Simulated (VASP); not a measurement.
# Be16C (a cell with a defect) in VASP: single point with PBE+D3(BJ)

Aim: the single point of Be16C (a cell with a defect) with PBE+D3(BJ).

All numbers are computed with VASP 6.6.1; they aren't measurements. Logs are shortened: lines on timing, memory, paths and dates and some standing lists are left out, and cuts for length are marked.

### Step 1. The cell of the first run

The cell holds a defect, 17 atoms: a = 4.580 Å, b = 3.966 Å, c = 7.177 Å, α = 90.00°, β = 90.00°, γ = 90.00°.

### Step 2. Single point, PBE+D3(BJ)

Input file INCAR:

```
SYSTEM = Be16C
PREC = Accurate
ENCUT = 520
EDIFF = 1E-6
ISMEAR = 0
SIGMA = 0.15
LREAL = Auto
LASPH = .True.
NELM = 80
ALGO = Normal
ISIF = 2
LWAVE = .False.
LCHARG = .False.
GGA = PE
IVDW = 12
NBANDS = 32
```

Input file KPOINTS:

```
Automatic mesh
0
Gamma
  5 5 3
  0 0 0
```

Input file POSCAR:

```
Be16C
1.0
   -2.2900000000     -3.9663960000      0.0000000000
    3.4350000000     -1.9831980000      0.0000000000
    0.0000000000      0.0000000000      7.1768600000
Be C
16 1
Direct
    0.7184257947      0.4927333537      0.0054402622
    0.4992035114      0.3257915695      0.2558379291
    0.7451321180      0.4944266522      0.4960311334
    0.4992070454      0.2930812617      0.7409513353
    0.4992038487      0.0195012557      0.0036354339
    0.2546237218      0.8367896137      0.2540768526
    0.4992040233     -0.0093600544      0.4951462060
    0.2622894498      0.8213789927      0.7492365742
    0.2799832447      0.4927276944      0.0054376148
   -0.0007958977      0.3361660537      0.2594641668
    0.2532777838      0.4944276928      0.4960307154
   -0.0007933886      0.3591834469      0.7382469492
   -0.0007989474      0.0358950249      0.0128209273
    0.7437826237      0.8367901625      0.2540789426
   -0.0007952087      0.0013196425      0.4968950209
    0.7361203863      0.8213769096      0.7492358775
   -0.0007948931      0.6742674512     -0.1051085015
```

Potentials or basis: VASP PAW PBE potentials, release 64 (Be, C).

Started as:

```
cat potpaw_PBE.64/Be/POTCAR potpaw_PBE.64/C/POTCAR > POTCAR
mpirun -np 1 vasp_std > vasp.out
```

OUTCAR:

```text
SYSTEM = Be16C
   PREC = Accurate
   ENCUT = 520
   EDIFF = 1E-6
   ISMEAR = 0
   LREAL = Auto
   LASPH = .True.
   NELM = 80
   ISIF = 2
   GGA = PE
   IVDW = 12
 IVDW          = 12

 ion  position               nearest neighbor table
   1  0.718  0.493  0.005-  17 1.67   9 2.01   5 2.13   2 2.16  13 2.22  14 2.25  16 2.26   4 2.29
                            10 2.32   5 2.32  12 2.37
   2  0.499  0.326  0.256-   1 2.16   9 2.16  11 2.17   3 2.17   7 2.17   5 2.18  14 2.24   6 2.24
                            10 2.29  10 2.29   6 2.32  14 2.32
   3  0.745  0.494  0.496-  10 2.15  12 2.16   2 2.17  14 2.20  16 2.23   4 2.24  11 2.25   7 2.27
                            15 2.28   7 2.29  15 2.32  11 2.33
   4  0.499  0.293  0.741-   7 2.13  16 2.16   8 2.16   5 2.18   3 2.24  11 2.24   9 2.29   1 2.29
                            12 2.31  12 2.31  16 2.36   8 2.36
   5  0.499  0.020  0.004-   9 2.13   1 2.13   4 2.18   2 2.18   6 2.24  14 2.24   8 2.26  16 2.26
                            13 2.29  13 2.29   1 2.32   9 2.32
   6  0.255  0.837  0.254-   7 2.15  15 2.20  11 2.20  13 2.23   5 2.24   2 2.24  14 2.24   9 2.25
                            10 2.30  10 2.30   2 2.32  14 2.34
   7  0.499  0.991  0.495-   4 2.13  14 2.15   6 2.15   2 2.17   8 2.23  16 2.23  11 2.27   3 2.27
                            15 2.29  15 2.29  11 2.29   3 2.29
   8  0.262  0.821  0.749-  17 1.70   4 2.16  16 2.17  12 2.20   7 2.23  11 2.23   9 2.26   5 2.26
                            15 2.29   4 2.36
   9  0.280  0.493  0.005-  17 1.67   1 2.01   5 2.13   2 2.16  13 2.22   6 2.25   8 2.26   4 2.29
                            10 2.32   5 2.32  12 2.37
  10  0.999  0.336  0.259-  13 2.13   3 2.15  11 2.15  15 2.16   2 2.29   2 2.29   6 2.30  14 2.30
                             6 2.30  14 2.30   1 2.32   9 2.32
  11  0.253  0.494  0.496-  10 2.15  12 2.16   2 2.17   6 2.20   8 2.23   4 2.24   3 2.25   7 2.27
                            15 2.28   7 2.29  15 2.32   3 2.33
  12  0.999  0.359  0.738-  17 1.68  11 2.16   3 2.16   8 2.20  16 2.20  15 2.24   4 2.31   4 2.31
                            13 2.35   9 2.37   1 2.37
  13  0.999  0.036  0.013-  17 1.67  10 2.13   1 2.22   9 2.22   6 2.23  14 2.23   5 2.29   5 2.29
                            12 2.35
  14  0.744  0.837  0.254-   7 2.15  15 2.20   3 2.20  13 2.23   5 2.24   2 2.24   6 2.24   1 2.25
                            10 2.30  10 2.30   2 2.32   6 2.34
  15  0.999  0.001  0.497-  10 2.16  14 2.20   6 2.20  12 2.24   3 2.28  11 2.28  16 2.29   8 2.29
                             7 2.29   7 2.29  11 2.32   3 2.32
  16  0.736  0.821  0.749-  17 1.70   4 2.16   8 2.17  12 2.20   7 2.23   3 2.23   1 2.26   5 2.26
                            15 2.29   4 2.36
  17  0.999  0.674  0.895-  13 1.67   9 1.67   1 1.67  12 1.68   8 1.70  16 1.70

  LATTYP: Found a simple orthorhombic cell.
 ALAT       =     3.9663962620
 B/A-ratio  =     1.1547004875
 C/A-ratio  =     1.8094157835

  Lattice vectors:

 A1 = (  -3.4350000000,   1.9831980000,   0.0000000000)
 A2 = (  -2.2900000000,  -3.9663960000,   0.0000000000)
 A3 = (   0.0000000000,   0.0000000000,   7.1768600000)

Analysis of symmetry for initial positions (statically):
=====================================================================
 Subroutine PRICEL returns:
 Original cell was already a primitive cell.

 Routine SETGRP: Setting up the symmetry group for a
 simple orthorhombic supercell.

 Subroutine GETGRP returns: Found  2 space group operations
 (whereof  1 operations were pure point group operations)
 out of a pool of  8 trial point group operations.

The static configuration has the point symmetry C_1 .
 The point group associated with its full space group is C_1h.

Analysis of symmetry for dynamics (positions and initial velocities):
=====================================================================
 Subroutine PRICEL returns:
 Original cell was already a primitive cell.

 Routine SETGRP: Setting up the symmetry group for a
 simple orthorhombic supercell.

 Subroutine GETGRP returns: Found  2 space group operations
 (whereof  1 operations were pure point group operations)
 out of a pool of  8 trial point group operations.

The dynamic configuration has the point symmetry C_1 .
 The point group associated with its full space group is C_1h.

 Subroutine INISYM returns: Found  2 space group operations
 (whereof  1 operations are pure point group operations),
 and found     1 'primitive' translations

----------------------------------------------------------------------------------------

                                     Primitive cell

  volume of cell :     130.3755

  direct lattice vectors                    reciprocal lattice vectors
    -2.290000000 -3.966396000  0.000000000    -0.109170306 -0.189088533  0.000000000
     3.435000000 -1.983198000  0.000000000     0.218340611 -0.126059022  0.000000000
     0.000000000  0.000000000  7.176860000     0.000000000  0.000000000  0.139336702

  length of vectors
     4.579999697  3.966396262  7.176860000     0.218340626  0.252118027  0.139336702

  position of ions in fractional coordinates (direct lattice)
     0.718425795  0.492733354  0.005440262
     0.499203511  0.325791569  0.255837929
     0.745132118  0.494426652  0.496031133
     0.499207045  0.293081262  0.740951335
     0.499203849  0.019501256  0.003635434
     0.254623722  0.836789614  0.254076853
[... 9 lines left out ...]
     0.736120386  0.821376910  0.749235877
     0.999205107  0.674267451  0.894891499

  ion indices of the primitive-cell ions
   primitive index   ion index
                 1           1
                 2           2
                 3           3
                 4           4
                 5           5
                 6           6
[... 9 lines left out ...]
                16          16
                17          17

----------------------------------------------------------------------------------------

 KPOINTS: Automatic mesh

Automatic generation of k-mesh.
 Grid dimensions read from file:
 generate k-points for:    5    5    3

 Generating k-lattice:

  Cartesian coordinates                     Fractional coordinates (reciprocal lattice)
    -0.021834061 -0.037817707  0.000000000     0.200000000  0.000000000  0.000000000
     0.043668122 -0.025211804  0.000000000     0.000000000  0.200000000  0.000000000
     0.000000000  0.000000000  0.046445567     0.000000000  0.000000000  0.333333333

  Length of vectors
     0.043668125  0.050423605  0.046445567

  Shift w.r.t. Gamma in fractional coordinates (k-lattice)
     0.000000000  0.000000000  0.000000000

 Subroutine IBZKPT returns following result:
 ===========================================

 Found     24 irreducible k-points:

 Following reciprocal coordinates:
            Coordinates               Weight
  0.000000  0.000000  0.000000      1.000000
  0.200000  0.000000  0.000000      2.000000
  0.400000  0.000000  0.000000      2.000000
  0.000000  0.200000  0.000000      2.000000
  0.200000  0.200000  0.000000      4.000000
  0.400000  0.200000  0.000000      4.000000
[... 16 lines left out ...]
  0.400000  0.400000  0.333333      4.000000
 -0.400000  0.400000 -0.333333      4.000000
   k-points           NKPTS =     24   k-points in BZ     NKDIM =     24   number of bands    NBANDS=     32
   number of dos      NEDOS =    301   number of ions     NIONS =     17
   total plane-waves  NPLWV =  58320
   dimension x,y,z NGX =    36 NGY =   30 NGZ =   54
   dimension x,y,z NGXF=    72 NGYF=   60 NGZF=  108
   ions per type =              16   1
   NGX,Y,Z   is equivalent  to a cutoff of  13.07, 12.57, 12.51 a.u.
   NGXF,Y,Z  is equivalent  to a cutoff of  26.13, 25.15, 25.02 a.u.
 SYSTEM =  Be16C
   PREC   = accura    normal or accurate (medium, high low for compatibility)
   ISTART =      0    job   : 0-new  1-cont  2-samecut
   ICHARG =      2    charge: 1-file 2-atom 10-const
   ISPIN  =      1    spin polarized calculation?
   LNONCOLLINEAR =      F non collinear calculations
   LSORBIT =      F    spin-orbit coupling
   LASPH  =      T    aspherical Exc in radial PAW
   ENCUT  =  520.0 eV  38.22 Ry    6.18 a.u.   8.52  7.37 13.34*2*pi/ulx,y,z
   NELM   =     80;   NELMIN=  2; NELMDL= -5     # of ELM steps
   EDIFF  = 0.1E-05   stopping-criterion for ELM
   LREAL  =      T    real-space projection
   EDIFFG = 0.1E-04   stopping-criterion for IOM
   NSW    =      0    number of steps for IOM
   IBRION =     -1    ionic relax: 0-MD 1-quasi-New 2-CG
   NFREE  =      0    steps in history (QN), initial steepest desc. (CG)
   ISIF   =      2    stress and relaxation
   ISYM   =      2    0-nonsym 1-usesym 2-fastsym
   POTIM  = 0.5000    time-step for ionic-motion
   TEBEG  =    0.0;   TEEND  =   0.0 temperature during run
   PSTRESS=    0.0 pullay stress
   NELECT =      36.0000    total number of electrons
   NUPDOWN=      -1.0000    fix difference up-down
   EMIN   =  10.00;   EMAX   =-10.00  energy-range for DOS
   EFERMI =   0.00;   METHOD = LEGACY
   ISMEAR =     0;   SIGMA  =   0.15  broadening in eV -4-tet -1-fermi 0-gaus
   EFERMI_NEDOS =   21; number of points for ismear=-14 and -15
   IALGO  =     38    algorithm
   IMIX   =      4    mixing-type and parameters
     AMIX     =   0.40;   BMIX     =  1.00
     AMIX_MAG =   1.60;   BMIX_MAG =  1.00
  volume/ion in A,a.u.               =       7.67        51.75
  Fermi-wavevector in a.u.,A,eV,Ry     =   1.066049  2.014540 15.462471  1.136460
  Thomas-Fermi vector in A             =   2.201620
   LORBIT       =      0    0 simple, 1 ext, 2 COOP (PROOUT), +10 PAW based schemes
   GGA     = PE    functional components
   LHFCALC =     F    Hartree Fock is set to
   AEXX    =    0.0000 exact exchange contribution
   IVDW    =    12    specifies the selected vdW correction
   LEPSILON=     F    determine dielectric tensor
   LRPA    =     F    only Hartree local field effects (RPA)
 non-spin polarized calculation
 Gauss-broadening in eV      SIGMA  =   0.15
  energy-cutoff  :      520.00
  volume of cell :      130.38
 maximum number of plane-waves:      3529
 NGX is ok and might be reduce to    36
   NGX = 17   NGY = 15   NGZ = 27

 number of electron      36.0000000 magnetization

 Free energy of the ion-electron system (eV)
  ---------------------------------------------------
  ext. energy  EPLUGINS =         0.00000000
  ---------------------------------------------------
  free energy    TOTEN  =       -65.82158564 eV

  energy without entropy =      -65.79361103  energy(sigma->0) =      -65.80759834

 E-fermi :   7.3540     XC(G=0): -10.7439

 val. band max:        7.3161379327   @ k =   0.0000   0.0000   0.3333
 cond. band min:       7.3793489021   @ k =   0.0000   0.2000   0.0000
 fundamental gap:      0.0632109694
 Fermi energy:         7.3539899635

 k-point     1 :       0.0000    0.0000    0.0000
  band No.  band energies     occupation
      1      -6.7137      2.00000
      2      -3.2301      2.00000
      3      -2.2064      2.00000
      4      -0.3841      2.00000
      5       0.1031      2.00000
      6       1.2487      2.00000
[... 22 lines left out ...]
     29      11.8616      0.00000
     30      12.6880      0.00000

 k-point     2 :       0.2000    0.0000    0.0000
  band No.  band energies     occupation
      1      -6.6351      2.00000
      2      -3.1065      2.00000
      3      -2.0025      2.00000
      4      -1.3969      2.00000
      5       0.4151      2.00000
      6       0.9244      2.00000
[... 718 lines left out ...]
 k-point    24 :      -0.4000    0.4000   -0.3333
  band No.  band energies     occupation
      1      -6.1457      2.00000
      2      -1.8791      2.00000
      3      -1.3609      2.00000
      4      -1.2604      2.00000
      5      -0.5341      2.00000
      6      -0.1049      2.00000
[... 22 lines left out ...]
     29      13.2435      0.00000
     30      13.5652      0.00000
 [bands above 30 left out]

------------------------ aborting loop because EDIFF is reached ----------------------------------------

 Edisp (eV)   -5.92664

 E8    (eV) :    -2.0400

  FORCE on cell =-STRESS in cart. coord.  units (eV):
  Direction    XX          YY          ZZ          XY          YZ          ZX
  --------------------------------------------------------------------------------------
  -------------------------------------------------------------------------------------
  Total      -0.97692     0.40783     4.31408     1.19923    -1.37573     2.38284
  in kB     -12.00526     5.01181    53.01546    14.73722   -16.90633    29.28261
  external pressure =       15.34 kB  Pullay stress =        0.00 kB

 VOLUME and BASIS-vectors are now :
 -----------------------------------------------------------------------------
  energy-cutoff  :      520.00
  volume of cell :      130.38
      direct lattice vectors                 reciprocal lattice vectors
    -2.290000000 -3.966396000  0.000000000    -0.109170306 -0.189088533  0.000000000
     3.435000000 -1.983198000  0.000000000     0.218340611 -0.126059022  0.000000000
     0.000000000  0.000000000  7.176860000     0.000000000  0.000000000  0.139336702

 POSITION                                       TOTAL-FORCE (eV/Angst)
 -----------------------------------------------------------------------------------
      0.04734     -3.82675      0.03904         0.086085     -0.254521      0.115996
     -0.02408     -2.62615      1.83611         0.110082     -0.063556      0.046944
     -0.00800     -3.93604      3.55995        -0.015736      0.037940     -0.018235
     -0.13645     -2.56129      5.31770         0.014986     -0.008652      0.032548
     -1.07619     -2.01871      0.02609         0.096922     -0.055958      0.120996
      2.29128     -2.66946      1.82347         0.010917     -0.003320      0.153606
[... 9 lines left out ...]
      1.13571     -4.54870      5.37716         0.063735      0.151288     -0.134314
      0.02793     -5.30045      6.42251        -0.005785      0.003340     -0.611554
 -----------------------------------------------------------------------------------
    total drift:                               -0.000060      0.000066     -0.004926

  FREE ENERGIE OF THE ION-ELECTRON SYSTEM (eV)
  ---------------------------------------------------
  free  energy   TOTEN  =       -71.7482282835 eV

  energy  without entropy=      -71.7202536791  energy(sigma->0) =      -71.73424098
```

It took 2.9 min on 1 thread of Intel Xeon Platinum 8259CL at 2.50GHz (Skylake/Cascade Lake), shared host; peak memory 0.26 GiB.

What came out:

* Free energy: -71.7482 eV
* Pressure: 1.5 GPa
* Largest force: 0.612 eV/Å
* Band gap on the k mesh: zero (band 18 reaches 7.78 eV, above the bottom of band 19 at 6.82 eV)
* Dispersion energy per atom: -0.349 eV

Forces on the atoms (eV/Å):
```
Be   0.086 -0.255  0.116
Be   0.110 -0.064  0.047
Be  -0.016  0.038 -0.018
Be   0.015 -0.009  0.033
Be   0.097 -0.056  0.121
Be   0.011 -0.003  0.154
Be   0.012 -0.007  0.026
Be  -0.099 -0.131 -0.134
Be   0.263  0.053  0.116
Be  -0.057  0.033  0.044
Be  -0.041 -0.005 -0.018
Be  -0.124  0.071 -0.113
Be  -0.326  0.188  0.207
Be   0.008 -0.008  0.154
Be   0.002 -0.001  0.013
Be   0.064  0.151 -0.134
C   -0.006  0.003 -0.612
```

Levels at points of the mesh, in eV from the Fermi level:
| k point | band 15 | band 16 | band 17 | band 18 | band 19 | band 20 | band 21 | band 22 |
| --- | --- | --- | --- | --- | --- | --- | --- | --- |
| (0.00, 0.00, 0.00) | -2.15 | -1.21 | -1.15 | -0.05 | 0.64 | 0.71 | 1.51 | 1.79 |
